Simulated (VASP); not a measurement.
Wanted: the native input for a VASP 6.6.1 run.

```yaml
Task: single point
Functional: PBEsol
Potentials_or_basis: VASP PAW PBE potentials, release 64 (Zn, S)
Cutoff: 520 eV
k_mesh: 12 × 12 × 8
Occupations: gaussian, width 0.05 eV
Spin: no spin polarisation
Dipole_correction: no
Further_INCAR_settings: ALGO = Normal; EDIFF = 1e-06; NBANDS = 26; ISYM = 0
```

The structure of ZnS lies in POSCAR:

```
ZnS
1.0
    0.0000000000     -2.6782590749     -2.6782590749
   -2.6782590749      0.0000000000     -2.6782590749
    2.6782590749      2.6782590749     -5.3565181498
Zn S
2 2
Direct
    0.0000000000      0.0000000000      0.0000000000
    0.5000000000      0.5000000000      0.5000000000
    0.3750000000      0.3750000000      0.8750000000
    0.8750000000      0.8750000000      0.3750000000
```

These files were run (other wordings do the same):

INCAR

```
SYSTEM = ZnS
  PREC = Accurate
  ENCUT = 520
  EDIFF = 1E-6
  ISMEAR = 0
  SIGMA = 0.05
  LREAL = .FALSE.
  LASPH = .TRUE.
  NELM = 100
  ALGO = Normal
  ISIF = 2
  LWAVE = .FALSE.
  LCHARG = .FALSE.
  GGA = PS
  NBANDS = 26
  ISYM = 0
```

KPOINTS

```
Automatic mesh
0
G
  12 12 8
  0 0 0
```

Potentials or basis: VASP PAW PBE potentials, release 64 (Zn, S).

Command:

```console
$ cat potpaw_PBE.64/Zn/POTCAR potpaw_PBE.64/S/POTCAR > POTCAR
$ mpirun -np 1 vasp_std > vasp.out
```

It gave:

The pressure is 0.2 GPa. The band gap on the k mesh is 2.09 eV.

Caveat: the PAW data sets were made with another functional, which shifts forces and pressure a little.

Wall time 7.3 min on 1 thread of Intel(R) Xeon(R) 6975P-C (Granite Rapids), on a shared host, peak memory 0.93 GiB.
